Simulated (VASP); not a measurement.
A run of VASP 6.6.1:

Contents of INCAR:

```
PREC = Accurate
ENCUT = 520
EDIFF = 1E-6
ISMEAR = 0
SIGMA = 0.1
LREAL = False
LASPH = True
NELM = 100
ALGO = Normal
ISIF = 2
LWAVE = False
LCHARG = False
GGA = PE
NBANDS = 44
```

File KPOINTS:

```
regular mesh
0
Gamma
  8 8 8
```

Contents of POSCAR:

```
Sr2TlO6
1.0
    0.0000000000      4.0319902034      4.0319902034
    4.0319902034      0.0000000000      4.0319902034
    4.0319902034      4.0319902034      0.0000000000
Sr Tl O
2 1 6
Direct
    0.2500000000      0.2500000000      0.2500000000
    0.7500000000      0.7500000000      0.7500000000
    0.0000000000      0.0000000000      0.0000000000
    0.7451074374      0.2548925626      0.2548925626
    0.2548925626      0.7451074374      0.2548925626
    0.2548925626      0.7451074374      0.7451074374
    0.7451074374      0.2548925626      0.7451074374
    0.2548925626      0.2548925626      0.7451074374
    0.7451074374      0.7451074374      0.2548925626
```

Potentials or basis: VASP PAW PBE potentials, release 64 (Sr_sv, Tl_d, O).

The run is started by

```bash
$ cat potpaw_PBE.64/Sr_sv/POTCAR potpaw_PBE.64/Tl_d/POTCAR potpaw_PBE.64/O/POTCAR > POTCAR
$ mpirun -np 1 vasp_std > vasp.out
```

Hardware: 1 thread of Intel(R) Xeon(R) Platinum 8488C (Sapphire Rapids) (shared host).

How long does it take, and how much memory?

It took 120 s on 1 thread of Intel(R) Xeon(R) Platinum 8488C (Sapphire Rapids), on a shared host, peak memory 0.33 GiB. Counts: scf iterations 14, k points 29.
